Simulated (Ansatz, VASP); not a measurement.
## One calculation of CaS, two programs

```
Ca S
1.0
     0.00000    2.85581    2.85581
     2.85581    0.00000    2.85581
     2.85581    2.85581    0.00000
Ca S
1 1
Direct
  0.00000 0.00000 0.00000
  0.50000 0.50000 0.50000
```

Alike in both runs: functional PBE; k mesh 8 × 8 × 8; no spin polarisation.

Ansatz relaxed the structure, and its values are those at the end. VASP's run is a single point on that final structure, the one shown.

|  | VASP | Ansatz |
| --- | --- | --- |
| version | VASP 6.6.1 | Ansatz 0.2.0 |
| potentials or method | VASP PAW PBE potentials, release 64 (Ca_sv, S), cutoff 500 eV | scalar-relativistic, plane waves, PAW |
| occupations | gaussian, width 0.01 eV | fixed |
| valence electrons in the cell | 16 | 16 |

Ansatz gave:

```
gap on the k mesh at the Fermi level (eV) : 2.38
least direct gap on the mesh (eV)         : 3.18
pressure (GPa)                            : 0.0
```

Problem. Estimate VASP's values.

Solution. gap on the k mesh at the Fermi level (eV): 2.38; least direct gap on the mesh (eV): 3.18; pressure (GPa): 0.1.
